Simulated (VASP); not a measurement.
Input of a VASP 6.6.1 run:

Contents of INCAR:

```
PREC = Accurate
ENCUT = 520
EDIFF = 1E-6
ISMEAR = -1
SIGMA = 0.1
LREAL = F
LASPH = T
NELM = 100
ALGO = Normal
ISIF = 2
LWAVE = F
LCHARG = F
GGA = PS
NBANDS = 9
```

File KPOINTS:

```
regular mesh
0
Gamma
  19 19 10
```

The input POSCAR:

```
Mg
1.0
    3.2971930665      0.0000000000      0.0000000000
   -1.6485965332      2.8554529568      0.0000000000
    0.0000000000      0.0000000000      5.3527563750
Mg
2
Direct
    0.3333333333      0.6666666667      0.2500000000
    0.6666666667      0.3333333333      0.7500000000
```

Potentials or basis: VASP PAW PBE potentials, release 64 (Mg).

The run is started by

```sh
$ cat potpaw_PBE.64/Mg/POTCAR > POTCAR
$ mpirun -np 1 vasp_std > vasp.out
```

Question: Estimate the band gap on the k mesh.

Answer: Zero (bands 2 and 3 overlap by 2.18 eV).

Question: Estimate the pressure.

Answer: -3.4 GPa.

Stress tensor (GPa, compression positive):
```
-3.42  0.00  0.00
 0.00 -3.42  0.00
 0.00  0.00 -3.32
```

Caveat: the cell stands under tension; the PAW data sets were made with another functional, which shifts forces and pressure a little.
